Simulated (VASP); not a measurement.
Crystal: HgTe.

```
Hg Te
1.0
     0.00000    3.32685    3.32685
     3.32685    0.00000    3.32685
     3.32685    3.32685    0.00000
Hg Te
1 1
Direct
  0.00000 0.00000 0.00000
  0.25000 0.25000 0.25000
```

* Program: VASP 6.6.1
* Task: relaxation of cell and atoms
* Functional: PBEsol
* Potentials or basis: VASP PAW PBE potentials, release 64 (Hg, Te)
* Cutoff: 600 eV
* k mesh: 6 × 6 × 6
* Occupations: fermi-dirac, width 0.02 eV
* Spin: no spin polarisation

At the start: pressure -2.2 GPa; volume 36.82 Å³/atom.

Question: Where does the relaxation end?

Answer: Over 3 steps the energy falls by 15.7 meV/atom and the volume is 34.65 Å³/atom (-5.9 %); space group F-43m (No. 216, to 0.1 Å) before and after.

Step by step:
```tsv
step	energy change (eV)	largest force (eV/Å)	pressure (GPa)	volume (Å³)
1	0.0000	0.0000	-2.18	73.64
2	-0.0300	0.0000	0.54	68.43
3	-0.0315	0.0000	0.00	69.29
```

Final structure:
```xyz
2
Lattice="0.0000 3.2600 3.2600 3.2600 0.0000 3.2600 3.2600 3.2600 0.0000" Properties=species:S:1:pos:R:3 pbc="T T T"
Hg    0.0000    0.0000    0.0000
Te    1.6300    1.6300    1.6300
```

Caveat: the PAW data sets were made with another functional, which shifts forces and pressure a little.
